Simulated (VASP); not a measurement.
Crystal: BaF2.

```
Ba F
1.0
     0.00000    3.09716    3.09716
     3.09716    0.00000    3.09716
     3.09716    3.09716    0.00000
Ba F
1 2
Direct
  0.00000 0.00000 0.00000
  0.25000 0.25000 0.25000
  0.75000 0.75000 0.75000
```

Program: VASP 6.6.1. Alike in all runs: task single point; no spin polarisation; cell as given; k mesh 4 × 4 × 4; smearing gaussian 0.01 eV.

Problem. Order these runs on this cell by their pressure, lowest first.
A. level LDA; potentials or basis VASP PAW LDA potentials, release 64 (Ba_sv, F); cutoff (eV) 600
B. level r2SCAN; potentials or basis VASP PAW PBE potentials, release 64 (Ba_sv, F); cutoff (eV) 660
C. level PBE; potentials or basis VASP PAW PBE potentials, release 64 (Ba_sv, F); cutoff (eV) 600

Solution. A (-3.3 GPa), B (0.9 GPa), C (2.5 GPa).

Caveats: all runs use coarse meshes; the PAW data sets were made with another functional, which shifts forces and pressure a little (at least some runs).
